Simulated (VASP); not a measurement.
# WSe3 (Pm-3m) in VASP: notebook

Runs on WSe3. Level: PBEsol. Tasks: single point, relaxation of cell and atoms.

Program: VASP 6.6.1. These are calculated values, not measurements. Logs are shortened: lines on timing, memory, paths and dates and some standing lists are left out, and cuts for length are marked.

## (1) The cell of the first run

It takes space group Pm-3m (No. 221, cubic). The conventional cell has a = 4.761 Å, b = 4.761 Å, c = 4.761 Å, α = 90.00°, β = 90.00°, γ = 90.00°. W (site symmetry m-3m) has 6 Se at 2.38 Å within 3.1 Å. Se (site symmetry 4/mmm) has 2 W at 2.38 Å within 3.1 Å.

## (2) Single point, PBEsol

The input, INCAR:

```
PREC = Accurate
ENCUT = 520
EDIFF = 1E-6
ISMEAR = -1
SIGMA = 0.15
LREAL = False
LASPH = True
NELM = 60
ALGO = Normal
ISIF = 2
LWAVE = False
LCHARG = True
GGA = PS
LELF = True
LVHAR = True
NBANDS = 24
```

The input, KPOINTS:

```
regular mesh
0
Gamma
  10 10 10
```

The input, POSCAR:

```
WSe3
1.0
    4.7609730756      0.0000000000      0.0000000000
    0.0000000000      4.7609730756      0.0000000000
    0.0000000000      0.0000000000      4.7609730756
W Se
1 3
Direct
    0.0000000000      0.0000000000      0.0000000000
    0.0000000000      0.0000000000      0.5000000000
    0.0000000000      0.5000000000      0.0000000000
    0.5000000000      0.0000000000      0.0000000000
```

Potentials or basis: VASP PAW PBE potentials, release 64 (W_sv, Se).

Launch:

```bash
$ cat potpaw_PBE.64/W_sv/POTCAR potpaw_PBE.64/Se/POTCAR > POTCAR
$ mpirun -np 1 vasp_std > vasp.out
```

OUTCAR:

```text
PREC = Accurate
   ENCUT = 520
   EDIFF = 1E-6
   ISMEAR = -1
   LREAL = False
   LASPH = True
   NELM = 60
   ISIF = 2
   GGA = PS

 ion  position               nearest neighbor table
   1  0.000  0.000  0.000-   2 2.38   3 2.38   4 2.38   2 2.38   3 2.38   4 2.38
   2  0.000  0.000  0.500-   1 2.38   1 2.38
   3  0.000  0.500  0.000-   1 2.38   1 2.38
   4  0.500  0.000  0.000-   1 2.38   1 2.38

  LATTYP: Found a simple cubic cell.
 ALAT       =     4.7609730756

  Lattice vectors:

 A1 = (   4.7609730756,   0.0000000000,   0.0000000000)
 A2 = (   0.0000000000,   4.7609730756,   0.0000000000)
 A3 = (   0.0000000000,   0.0000000000,   4.7609730756)

Analysis of symmetry for initial positions (statically):
=====================================================================
 Subroutine PRICEL returns:
 Original cell was already a primitive cell.

 Routine SETGRP: Setting up the symmetry group for a
 simple cubic supercell.

 Subroutine GETGRP returns: Found 48 space group operations
 (whereof 48 operations were pure point group operations)
 out of a pool of 48 trial point group operations.

The static configuration has the point symmetry O_h .

Analysis of symmetry for dynamics (positions and initial velocities):
=====================================================================
 Subroutine PRICEL returns:
 Original cell was already a primitive cell.

 Routine SETGRP: Setting up the symmetry group for a
 simple cubic supercell.

 Subroutine GETGRP returns: Found 48 space group operations
 (whereof 48 operations were pure point group operations)
 out of a pool of 48 trial point group operations.

The dynamic configuration has the point symmetry O_h .

 Subroutine INISYM returns: Found 48 space group operations
 (whereof 48 operations are pure point group operations),
 and found     1 'primitive' translations

----------------------------------------------------------------------------------------

                                     Primitive cell

  volume of cell :     107.9163

  direct lattice vectors                    reciprocal lattice vectors
     4.760973076  0.000000000  0.000000000     0.210041095  0.000000000  0.000000000
     0.000000000  4.760973076  0.000000000     0.000000000  0.210041095  0.000000000
     0.000000000  0.000000000  4.760973076     0.000000000  0.000000000  0.210041095

  length of vectors
[... 84 lines left out ...]
   ENCUT  =  520.0 eV  38.22 Ry    6.18 a.u.   8.85  8.85  8.85*2*pi/ulx,y,z
   NELM   =     60;   NELMIN=  2; NELMDL= -5     # of ELM steps
   EDIFF  = 0.1E-05   stopping-criterion for ELM
   LREAL  =      F    real-space projection
   EDIFFG = 0.1E-04   stopping-criterion for IOM
   NSW    =      0    number of steps for IOM
   IBRION =     -1    ionic relax: 0-MD 1-quasi-New 2-CG
   NFREE  =      0    steps in history (QN), initial steepest desc. (CG)
   ISIF   =      2    stress and relaxation
   ISYM   =      2    0-nonsym 1-usesym 2-fastsym
   POTIM  = 0.5000    time-step for ionic-motion
   TEBEG  =    0.0;   TEEND  =   0.0 temperature during run
   PSTRESS=    0.0 pullay stress
   NELECT =      32.0000    total number of electrons
   NUPDOWN=      -1.0000    fix difference up-down
   EMIN   =  10.00;   EMAX   =-10.00  energy-range for DOS
   EFERMI =   0.00;   METHOD = LEGACY
   ISMEAR =    -1;   SIGMA  =   0.15  broadening in eV -4-tet -1-fermi 0-gaus
   EFERMI_NEDOS =   21; number of points for ismear=-14 and -15
   IALGO  =     38    algorithm
   IMIX   =      4    mixing-type and parameters
     AMIX     =   0.40;   BMIX     =  1.00
     AMIX_MAG =   1.60;   BMIX_MAG =  1.00
  volume/ion in A,a.u.               =      26.98       182.06
  Fermi-wavevector in a.u.,A,eV,Ry     =   1.091681  2.062978 16.214981  1.191767
  Thomas-Fermi vector in A             =   2.227931
   LORBIT       =      0    0 simple, 1 ext, 2 COOP (PROOUT), +10 PAW based schemes
   GGA     = PS    functional components
   LHFCALC =     F    Hartree Fock is set to
   AEXX    =    0.0000 exact exchange contribution
   IVDW    =     0    specifies the selected vdW correction
   LEPSILON=     F    determine dielectric tensor
   LRPA    =     F    only Hartree local field effects (RPA)
 non-spin polarized calculation
  energy-cutoff  :      520.00
  volume of cell :      107.92
 maximum number of plane-waves:      2945
 NGX is ok and might be reduce to    36
   NGX = 17   NGY = 17   NGZ = 17

 number of electron      31.9999990 magnetization

 Free energy of the ion-electron system (eV)
  ---------------------------------------------------
  ext. energy  EPLUGINS =         0.00000000
  ---------------------------------------------------
  free energy    TOTEN  =       -24.23295746 eV

  energy without entropy =      -24.04618893  energy(sigma->0) =      -24.13957319

 E-fermi :   3.2042     XC(G=0):  -8.9834

 val. band max:        3.1947954239   @ k =   0.5000   0.3000   0.3000
 cond. band min:       3.2951484039   @ k =   0.2000   0.2000   0.2000
 fundamental gap:      0.1003529799
 Fermi energy:         3.2041626932

 k-point     1 :       0.0000    0.0000    0.0000
  band No.  band energies     occupation
      1     -71.8688      2.00000
      2     -36.1685      2.00000
      3     -36.1685      2.00000
      4     -36.1685      2.00000
      5     -11.6147      2.00000
      6      -9.8752      2.00000
[... 637 lines left out ...]
     23      10.1714      0.00000
     24      11.0316      0.00000

 [... further k-points ...]

------------------------ aborting loop because EDIFF is reached ----------------------------------------

  FORCE on cell =-STRESS in cart. coord.  units (eV):
  Direction    XX          YY          ZZ          XY          YZ          ZX
  --------------------------------------------------------------------------------------
  -------------------------------------------------------------------------------------
  Total        5.5593792      5.5593792      5.5593792      0.0000000      0.0000000      0.0000000
  in kB       82.5371950     82.5371950     82.5371950      0.0000000      0.0000000      0.0000000
  external PRESSURE =      82.5371950 kB  Pullay stress =       0.0000000 kB

 VOLUME and BASIS-vectors are now :
 -----------------------------------------------------------------------------
  energy-cutoff  :      520.00
  volume of cell :      107.92
      direct lattice vectors                 reciprocal lattice vectors
     4.760973076  0.000000000  0.000000000     0.210041095  0.000000000  0.000000000
     0.000000000  4.760973076  0.000000000     0.000000000  0.210041095  0.000000000
     0.000000000  0.000000000  4.760973076     0.000000000  0.000000000  0.210041095

 POSITION                                       TOTAL-FORCE (eV/Angst)
 -----------------------------------------------------------------------------------
      0.00000      0.00000      0.00000         0.000000      0.000000      0.000000
      0.00000      0.00000      2.38049         0.000000      0.000000      0.000000
      0.00000      2.38049      0.00000         0.000000      0.000000      0.000000
      2.38049      0.00000      0.00000         0.000000      0.000000      0.000000
 -----------------------------------------------------------------------------------
    total drift:                               -0.000000     -0.000000     -0.000000

  FREE ENERGIE OF THE ION-ELECTRON SYSTEM (eV)
  ---------------------------------------------------
  free  energy   TOTEN  =       -24.2329574619 eV

  energy  without entropy=      -24.0461889259  energy(sigma->0) =      -24.13957319
```

OSZICAR:

```text
N       E                     dE             d eps       ncg     rms          rms(c)
DAV:   1     0.230004973725E+03    0.23000E+03   -0.14566E+04  2840   0.122E+03
DAV:   2    -0.119290685043E+02   -0.24193E+03   -0.22931E+03  3264   0.297E+02
DAV:   3    -0.255972472041E+02   -0.13668E+02   -0.13360E+02  3424   0.671E+01
DAV:   4    -0.258110966443E+02   -0.21385E+00   -0.21345E+00  3216   0.922E+00
DAV:   5    -0.258142352207E+02   -0.31386E-02   -0.31381E-02  3464   0.119E+00    0.262E+01
DAV:   6    -0.247547338441E+02    0.10595E+01   -0.46525E+00  3056   0.180E+01    0.815E+00
DAV:   7    -0.243814579966E+02    0.37328E+00   -0.18302E+00  3064   0.104E+01    0.800E+00
DAV:   8    -0.242299558567E+02    0.15150E+00   -0.23720E-01  2936   0.433E+00    0.658E-01
DAV:   9    -0.242317288658E+02   -0.17730E-02   -0.20162E-02  3312   0.806E-01    0.361E-01
DAV:  10    -0.242327099998E+02   -0.98113E-03   -0.19519E-03  2880   0.372E-01    0.176E-01
DAV:  11    -0.242328717568E+02   -0.16176E-03   -0.32775E-04  3024   0.140E-01    0.394E-02
DAV:  12    -0.242329471449E+02   -0.75388E-04   -0.11669E-04  2808   0.534E-02    0.191E-02
DAV:  13    -0.242329557901E+02   -0.86452E-05   -0.94254E-06  3336   0.183E-02    0.488E-03
DAV:  14    -0.242329575191E+02   -0.17290E-05   -0.20427E-06  2472   0.785E-03    0.262E-03
DAV:  15    -0.242329574619E+02    0.57277E-07   -0.65619E-08  2544   0.165E-03
   1 F= -.24232957E+02 E0= -.24139573E+02  d E =-.186769E+00
```

stdout:

```text
POSCAR found type information on POSCAR W Se
 POSCAR found :  2 types and       4 ions
 scaLAPACK will be used
 -----------------------------------------------------------------------------
|                                                                             |
|                                                                             |
|     You enforced a specific xc type in the INCAR file but a different       |
|     I HOPE YOU KNOW WHAT YOU ARE DOING!                                     |
|                                                                             |
 -----------------------------------------------------------------------------

 LDA part: xc-table for (Slater+PW92), standard interpolation
 POSCAR, INCAR and KPOINTS ok, starting setup
 FFT: planning ... GRIDC
 FFT: planning ... GRID_SOFT
 FFT: planning ... GRID
 WAVECAR not read
 entering main loop
```

It took 70 s on 1 thread of AMD EPYC 9R45 (Zen 5), shared host; peak memory 0.25 GiB.

What came out:

```yaml
Free_energy: -24.2330 eV
Pressure: 8.3 GPa
Band_gap_on_the_k_mesh: zero (band 16 reaches 3.81 eV, above the bottom of band 17 at 2.27 eV)
```

Caveat: the PAW data sets were made with another functional, which shifts forces and pressure a little; spin-orbit coupling is left out, which moves the levels of the heavy elements.

## (3) Relaxation of cell and atoms, PBEsol

This run uses another cell than the first one, of 34.68 Å³/atom, 1.285 times its volume.

The input, INCAR:

```
PREC = Accurate
ENCUT = 600
EDIFF = 1E-6
ISMEAR = 0
SIGMA = 0.1
LREAL = F
LASPH = T
NELM = 100
ALGO = Normal
ISIF = 3
LWAVE = F
LCHARG = F
GGA = PS
IBRION = 2
NSW = 100
EDIFFG = -0.05
```

The input, KPOINTS:

```
regular mesh
0
Gamma
  4 4 4
```

The input, POSCAR:

```
WSe3
1.0
    5.1764384600      0.0000000000      0.0000000000
    0.0000000000      5.1764384600      0.0000000000
    0.0000000000      0.0000000000      5.1764384600
W Se
1 3
Direct
    0.0000000000      0.0000000000      0.0000000000
    0.0000000000      0.0000000000      0.5000000000
    0.0000000000      0.5000000000      0.0000000000
    0.5000000000      0.0000000000      0.0000000000
```

Potentials or basis: VASP PAW PBE potentials, release 64 (W_sv, Se).

Launch:

```bash
$ cat potpaw_PBE.64/W_sv/POTCAR potpaw_PBE.64/Se/POTCAR > POTCAR
$ mpirun -np 1 vasp_std > vasp.out
```

OUTCAR:

```text
PREC = Accurate
   ENCUT = 600
   EDIFF = 1E-6
   ISMEAR = 0
   LREAL = F
   LASPH = T
   NELM = 100
   ISIF = 3
   GGA = PS
   IBRION = 2
   NSW = 100
   EDIFFG = -0.05

 ion  position               nearest neighbor table
   1  0.000  0.000  0.000-   2 2.59   3 2.59   4 2.59   2 2.59   3 2.59   4 2.59
   2  0.000  0.000  0.500-   1 2.59   1 2.59
   3  0.000  0.500  0.000-   1 2.59   1 2.59
   4  0.500  0.000  0.000-   1 2.59   1 2.59

  LATTYP: Found a simple cubic cell.
 ALAT       =     5.1764384600

  Lattice vectors:

 A1 = (   5.1764384600,   0.0000000000,   0.0000000000)
 A2 = (   0.0000000000,   5.1764384600,   0.0000000000)
 A3 = (   0.0000000000,   0.0000000000,   5.1764384600)

Analysis of symmetry for initial positions (statically):
=====================================================================
 Subroutine PRICEL returns:
 Original cell was already a primitive cell.

 Routine SETGRP: Setting up the symmetry group for a
 simple cubic supercell.

 Subroutine GETGRP returns: Found 48 space group operations
 (whereof 48 operations were pure point group operations)
 out of a pool of 48 trial point group operations.

The static configuration has the point symmetry O_h .

Analysis of symmetry for dynamics (positions and initial velocities):
=====================================================================
 Subroutine PRICEL returns:
 Original cell was already a primitive cell.

 Routine SETGRP: Setting up the symmetry group for a
 simple cubic supercell.

 Subroutine GETGRP returns: Found 48 space group operations
 (whereof 48 operations were pure point group operations)
 out of a pool of 48 trial point group operations.

The dynamic configuration has the point symmetry O_h .

 Subroutine INISYM returns: Found 48 space group operations
 (whereof 48 operations are pure point group operations),
 and found     1 'primitive' translations
[... 90 lines left out ...]
   ISIF   =      3    stress and relaxation
   ISYM   =      2    0-nonsym 1-usesym 2-fastsym
   POTIM  = 0.5000    time-step for ionic-motion
   TEBEG  =    0.0;   TEEND  =   0.0 temperature during run
   PSTRESS=    0.0 pullay stress
   NELECT =      32.0000    total number of electrons
   NUPDOWN=      -1.0000    fix difference up-down
   EMIN   =  10.00;   EMAX   =-10.00  energy-range for DOS
   EFERMI =   0.00;   METHOD = LEGACY
   ISMEAR =     0;   SIGMA  =   0.10  broadening in eV -4-tet -1-fermi 0-gaus
   EFERMI_NEDOS =   21; number of points for ismear=-14 and -15
   IALGO  =     38    algorithm
   IMIX   =      4    mixing-type and parameters
     AMIX     =   0.40;   BMIX     =  1.00
     AMIX_MAG =   1.60;   BMIX_MAG =  1.00
  volume/ion in A,a.u.               =      34.68       234.01
  Fermi-wavevector in a.u.,A,eV,Ry     =   1.004062  1.897402 13.716578  1.008140
  Thomas-Fermi vector in A             =   2.136654
   LORBIT       =      0    0 simple, 1 ext, 2 COOP (PROOUT), +10 PAW based schemes
   GGA     = PS    functional components
   LHFCALC =     F    Hartree Fock is set to
   AEXX    =    0.0000 exact exchange contribution
   IVDW    =     0    specifies the selected vdW correction
   LEPSILON=     F    determine dielectric tensor
   LRPA    =     F    only Hartree local field effects (RPA)
 conjugate gradient relaxation of ions
 non-spin polarized calculation
 Gauss-broadening in eV      SIGMA  =   0.10
  energy-cutoff  :      600.00
  volume of cell :      138.71
 maximum number of plane-waves:      4680
 NGX is ok and might be reduce to    42
   NGX = 21   NGY = 21   NGZ = 21

--------------------------------------- Ionic step        1  -------------------------------------------

 number of electron      32.0000007 magnetization

 Free energy of the ion-electron system (eV)
  ---------------------------------------------------
  ext. energy  EPLUGINS =         0.00000000
  ---------------------------------------------------
  free energy    TOTEN  =       -23.58140362 eV

  energy without entropy =      -23.58079896  energy(sigma->0) =      -23.58110129

------------------------ aborting loop because EDIFF is reached ----------------------------------------

  FORCE on cell =-STRESS in cart. coord.  units (eV):
  Direction    XX          YY          ZZ          XY          YZ          ZX
  --------------------------------------------------------------------------------------
  -------------------------------------------------------------------------------------
  Total       -8.2860901     -8.2860901     -8.2860901     -0.0000000     -0.0000000      0.0000000
  in kB      -95.7121487    -95.7121487    -95.7121487     -0.0000000     -0.0000000      0.0000000
  external PRESSURE =     -95.7121487 kB  Pullay stress =       0.0000000 kB
[... 101 lines left out ...]
--------------------------------------- Ionic step        4  -------------------------------------------

 number of electron      32.0000002 magnetization

 Free energy of the ion-electron system (eV)
  ---------------------------------------------------
  ext. energy  EPLUGINS =         0.00000000
  ---------------------------------------------------
  free energy    TOTEN  =       -24.34517628 eV

  energy without entropy =      -24.34517442  energy(sigma->0) =      -24.34517535

 E-fermi :   2.4649     XC(G=0):  -8.6275

 val. band max:        2.1593896484   @ k =   0.5000   0.2500   0.2500
 cond. band min:       2.7640215530   @ k =   0.2500   0.2500   0.2500
 fundamental gap:      0.6046319046
 Fermi energy:         2.4649062816

 k-point     1 :       0.0000    0.0000    0.0000
  band No.  band energies     occupation
      1     -72.9914      2.00000
      2     -37.1902      2.00000
      3     -37.1902      2.00000
      4     -37.1902      2.00000
      5     -11.8797      2.00000
      6     -10.3433      2.00000
[... 250 lines left out ...]
  FREE ENERGIE OF THE ION-ELECTRON SYSTEM (eV)
  ---------------------------------------------------
  free  energy   TOTEN  =       -24.3451762784 eV

  energy  without entropy=      -24.3451744249  energy(sigma->0) =      -24.34517535

 reached required accuracy - stopping structural energy minimisation
```

It took 80 s on 1 thread of AMD EPYC 9R45 (Zen 5), shared host; peak memory 0.25 GiB.

What came out:

```yaml
Free_energy: -24.3452 eV
Relaxed_volume: 29.26 Å³/atom
Relaxed_cell: a = 4.892 Å, b = 4.892 Å, c = 4.892 Å, α = 90.00°, β = 90.00°, γ = 90.00°
Space_group_after_relaxing_to_0.05_Å: Pm-3m (No. 221)
Energy_gained_by_relaxing: 190.9 meV/atom
Ionic_steps: 4
Pressure_after_relaxing: -0.1 GPa
Band_gap_on_the_k_mesh: zero (band 16 reaches 2.98 eV, above the bottom of band 17 at 1.79 eV)
```

Step by step:
```csv
step,energy change (eV),largest force (eV/Å),pressure (GPa),volume (Å³)
1,0.0000,0.0000,-9.57,138.71
2,-0.0328,0.0000,16.91,101.14
3,-0.7633,0.0000,-0.35,117.46
4,-0.7638,0.0000,-0.07,117.06
```

Final structure:
```
W Se
1.0
     4.89177    0.00000    0.00000
     0.00000    4.89177    0.00000
     0.00000    0.00000    4.89177
W Se
1 3
Direct
  0.00000 0.00000 0.00000
  0.00000 0.00000 0.50000
  0.00000 0.50000 0.00000
  0.50000 0.00000 0.00000
```

Levels at points of the mesh, in eV from the Fermi level:
```tsv
k point	band 14	band 15	band 16	band 17	band 18	band 19
(0.00, 0.00, 0.00)	-1.09	-1.09	-1.09	-0.40	-0.40	-0.40
(0.50, 0.00, 0.00)	-1.77	-1.55	-0.63	-0.63	0.53	1.45
(0.50, 0.50, 0.00)	-2.00	-2.00	0.50	1.09	1.36	1.47
(0.50, 0.50, 0.50)	0.52	0.52	0.52	1.43	1.43	1.43
```

Caveat: the volume moved by over 15 % at a fixed basis, so the end points are rough; the PAW data sets were made with another functional, which shifts forces and pressure a little; spin-orbit coupling is left out, which moves the levels of the heavy elements.

[end of part 1 of 2]
